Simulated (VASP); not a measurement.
Here is a VASP 6.6.1 calculation.

INCAR

```
PREC = Accurate ; ENCUT = 520
EDIFF = 1E-8 ; ISMEAR = -1
SIGMA = 0.05 ; LREAL = F
LASPH = T ; NELM = 100
ALGO = Normal ; ISIF = 2
LWAVE = F ; LCHARG = F
GGA = PS ; LEFG = T
NBANDS = 10
```

The input KPOINTS:

```
regular mesh
0
Gamma
  8 8 8
```

POSCAR

```
Rb
1.0
   -2.8245833230      2.8245833230      2.8245833230
    2.8245833230     -2.8245833230      2.8245833230
    2.8245833230      2.8245833230     -2.8245833230
Rb
1
Direct
    0.0000000000      0.0000000000      0.0000000000
```

Potentials or basis: VASP PAW PBE potentials, release 64 (Rb_sv).

Run with:

```bash
$ cat potpaw_PBE.64/Rb_sv/POTCAR > POTCAR
$ mpirun -np 1 vasp_std > vasp.out
```

Problem. Predict the band gap on the k mesh.

Solution. Zero (an odd number of electrons rules out a gap without spin polarisation).

Problem. What does it give for the pressure?

Solution. -0.1 GPa.

Caveat: the PAW data sets were made with another functional, which shifts forces and pressure a little.
